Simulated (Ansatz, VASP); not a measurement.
## Ti: VASP beside Ansatz

The input INCAR:

```
SYSTEM = Ti
PREC = Accurate
ENCUT = 520
EDIFF = 1E-6
ISMEAR = -1
SIGMA = 0.05
LREAL = .FALSE.
LASPH = .TRUE.
NELM = 100
ALGO = Normal
ISIF = 2
LWAVE = .FALSE.
LCHARG = .FALSE.
GGA = B5
ALDAX = 1.0
AGGAX = 1.0
AGGAC = 1.0
ALDAC = 0.0
NBANDS = 25
```

Contents of KPOINTS:

```
Automatic mesh
0
G
  7 7 9
  0 0 0
```

File POSCAR:

```
Ti
1.0
    4.5673748306      0.0000000000      0.0000000000
   -2.2836874153      3.9554626319      0.0000000000
    0.0000000000      0.0000000000      2.8262442700
Ti
3
Direct
    0.6666666667      0.3333333333      0.5000000000
    0.3333333333      0.6666666667      0.5000000000
    0.0000000000      0.0000000000      0.0000000000
```

File input.yaml:

```yaml
crystal:
  lattice:
    - [4.5673748306, 0.0, 0.0]
    - [-2.2836874153, 3.9554626319, 0.0]
    - [0.0, 0.0, 2.82624427]
  atoms:
    - { symbol: Ti, position: [0.6666666667, 0.3333333333, 0.5] }
    - { symbol: Ti, position: [0.3333333333, 0.6666666667, 0.5] }
    - { symbol: Ti, position: [0.0, 0.0, 0.0] }
hamiltonian:
  xc: blyp
  pseudopotentials: { kind: paw }
kpoints:
  mp_grid: { grid: [7, 7, 9] }
  band_path:
    path:
      - [[0.0, 0.0, 0.0], [0.5, 0.0, 0.0], [0.3333333333, 0.3333333333, 0.0], [0.0, 0.0, 0.0], [0.0, 0.0, 0.5], [0.5, 0.0, 0.5], [0.3333333333, 0.3333333333, 0.5], [0.0, 0.0, 0.5]]
      - [[0.5, 0.0, 0.5], [0.5, 0.0, 0.0]]
      - [[0.3333333333, 0.3333333333, 0.0], [0.3333333333, 0.3333333333, 0.5]]
    npoints: 14
scf:
  occupations: { method: fermi_dirac, width: 0.05 }
  n_extra_bands: 7
output:
  forces: true
  stress: true
  eigenvalues: true
  fatbands: false
```

Alike in both runs: functional BLYP; k mesh 7 × 7 × 9; occupations fermi-dirac, width 0.05 eV; no spin polarisation.

```csv
,VASP,Ansatz
version,VASP 6.6.1,Ansatz 0.2.0
potentials or method,"VASP PAW PBE potentials, release 64 (Ti_sv)",Ansatz PAW
plane-wave cutoff (eV),520,420
valence electrons in the cell,36,36
task,single point,band structure
```

Ansatz gave:

```
gap on the k mesh at the Fermi level (eV)                     : none
pressure (GPa)                                                : 3.4
traceless stress, the component that is largest in VASP (GPa) : 0.15
```

Estimate VASP's values.

gap on the k mesh at the Fermi level (eV): none; pressure (GPa): 3.4; traceless stress, the component that is largest in VASP (GPa): 0.16.

VASP's potentials were made for PBE, not for BLYP. A gap of «none» marks a metal or a gap that the smearing closes. With one functional, cell and mesh, what is left measures potentials, basis and numerics.
